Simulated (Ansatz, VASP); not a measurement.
**GaN in VASP and in Ansatz**

```xyz
2
Lattice="0.0000 2.2742 2.2742 2.2742 0.0000 2.2742 2.2742 2.2742 0.0000" Properties=species:S:1:pos:R:3 pbc="T T T"
Ga    0.0000    0.0000    0.0000
N     3.4114    3.4114    3.4114
```

Alike in both runs: task single point; functional PBE; k mesh 10 × 10 × 10; occupations gaussian, width 0.05 eV; no spin polarisation.

|  | VASP | Ansatz |
| --- | --- | --- |
| version | VASP 6.6.1 | Ansatz 0.2.0 |
| potentials or method | VASP PAW PBE potentials, release 64 (Ga_d, N), cutoff 520 eV | scalar-relativistic, plane waves, PAW |
| valence electrons in the cell | 18 | 18 |

Ansatz gave:

* gap on the k mesh at the Fermi level (eV): 1.54
* least direct gap on the mesh (eV): 1.54
* pressure (GPa): 0.0

**Question.** Estimate VASP's values.

**Answer.** gap on the k mesh at the Fermi level (eV): 1.55; least direct gap on the mesh (eV): 1.55; pressure (GPa): 0.1.
